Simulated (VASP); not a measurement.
Runs of VASP 6.6.1 on Hg. The structure is that of space group R-3m (No. 166), or close to it. The cells are those of the table. 

```csv
cell,further INCAR settings,gap on the mesh (eV),pressure (GPa)
"a = 4.709, b = 4.127, c = 3.131 Å, angles 90.0, 100.0, 90.0°, 2 atoms",ALGO = Fast; EDIFF = 1e-07; NBANDS = 19,none,(a)
"a = 4.802, b = 4.209, c = 3.193 Å, angles 90.0, 100.0, 90.0°, 2 atoms",ALGO = Fast; EDIFF = 1e-07; NBANDS = 19,none,-0.5
"a = 4.662, b = 4.086, c = 3.100 Å, angles 90.0, 100.0, 90.0°, 2 atoms",ALGO = Fast; EDIFF = 1e-06; NBANDS = 19,none,0.3
"a = 4.756, b = 4.168, c = 3.162 Å, angles 90.0, 100.0, 90.0°, 2 atoms",ALGO = Fast; EDIFF = 1e-07; NBANDS = 19,none,-0.4
```

Alike in all rows: task single point; level PBE; potentials or basis VASP PAW PBE potentials, release 64 (Hg); no spin polarisation; k mesh 10 × 10 × 14; cutoff (eV) 520; smearing gaussian 0.1 eV.

Question: Fill in the values left out.

Answer: (a) -0.1.

Caveats: spin-orbit coupling is left out, which moves the levels of the heavy elements.

A k mesh can miss the band edges, and the runs leave out spin-orbit coupling on Hg.

A gap of «none» marks levels without a gap at the run's occupations.
